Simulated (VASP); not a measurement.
Set up this calculation in VASP 6.6.1, as the native input.

- Task: single point
- Functional: PBE
- Potentials or basis: VASP PAW PBE potentials, release 64 (Sn_d)
- Cutoff: 520 eV
- k mesh: 6 × 6 × 4
- Occupations: fermi-dirac, width 0.02 eV
- Spin: no spin polarisation
- Dipole correction: no
- Further INCAR settings: ALGO = Normal; EDIFF = 1e-07; NBANDS = 36

The structure of Sn lies in POSCAR:

```
Sn
1.0
    4.4958933359      0.0000000000      0.0000000000
   -2.2479466679      3.8935578416      0.0000000000
    0.0000000000      0.0000000000      7.3854750926
Sn
4
Direct
    0.3333333333      0.6666666667      0.0003383636
    0.6666666667      0.3333333333      0.5003383636
    0.3333333333      0.6666666667      0.3746616364
    0.6666666667      0.3333333333      0.8746616364
```

This cell differs from its parent crystal: strain -3.0%.

One way to write it, as run:

INCAR

```
SYSTEM = Sn
PREC = Accurate
ENCUT = 520
EDIFF = 1E-7
ISMEAR = -1
SIGMA = 0.02
LREAL = .FALSE.
LASPH = .TRUE.
NELM = 100
ALGO = Normal
ISIF = 2
LWAVE = .FALSE.
LCHARG = .FALSE.
GGA = PE
NBANDS = 36
```

KPOINTS

```
Automatic mesh
0
G
  6 6 4
  0 0 0
```

Potentials or basis: VASP PAW PBE potentials, release 64 (Sn_d).

The run is started by

```bash
$ cat potpaw_PBE.64/Sn_d/POTCAR > POTCAR
$ mpirun -np 1 vasp_std > vasp.out
```

It gave:

- Pressure: 6.4 GPa
- Band gap on the k mesh: 0.08 eV, indirect (least direct gap 0.19 eV)

Caveat: the cell differs from its parent crystal (strain -3.0%); spin-orbit coupling is left out, which moves the levels of the heavy elements.

It took 79 s on 1 thread of Intel(R) Xeon(R) Platinum 8259CL CPU @ 2.50GHz (Skylake/Cascade Lake) (shared host), peak memory 0.28 GiB.
